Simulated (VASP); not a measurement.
A run of VASP 6.6.1 is set up as follows.

The input INCAR:

```
SYSTEM = Au
PREC     = Accurate       ! precision mode
ENCUT    = 520            ! plane-wave cutoff, eV
EDIFF    = 1E-7           ! SCF threshold, eV
ISMEAR   = 0              ! smearing method
SIGMA    = 0.1            ! smearing width, eV
LREAL    = .False.        ! projectors in reciprocal space
LASPH    = .True.         ! aspherical terms in the spheres
NELM     = 60             ! most SCF steps
ALGO     = Fast           ! electronic algorithm
ISIF     = 2              ! what is computed and relaxed
LWAVE    = .False.        ! write WAVECAR
LCHARG   = .False.        ! write CHGCAR
GGA      = PE             ! functional
NBANDS   = 18             ! bands
```

Contents of KPOINTS:

```
Automatic mesh
0
Gamma
  14 14 10
  0 0 0
```

POSCAR

```
Au
1.0
    3.0388482354     -0.0189059843      0.3903121423
   -0.0329202191      3.0368850743      0.4044068585
   -0.5351022733     -0.5569917987      4.1391592670
Au
2
Direct
    0.2500000000      0.2500000000      0.7500000000
    0.7500000000      0.7500000000      0.2500000000
```

Potentials or basis: VASP PAW PBE potentials, release 64 (Au).

Run with:

```sh
$ cat potpaw_PBE.64/Au/POTCAR > POTCAR
$ mpirun -np 1 vasp_std > vasp.out
```

Question: Estimate the band gap on the k mesh.

Answer: Zero (band 11 reaches 11.01 eV, above the bottom of band 12 at 4.75 eV).

Question: What does it give for the pressure?

Answer: -10.1 GPa.

Caveat: spin-orbit coupling is left out, which moves the levels of the heavy elements.
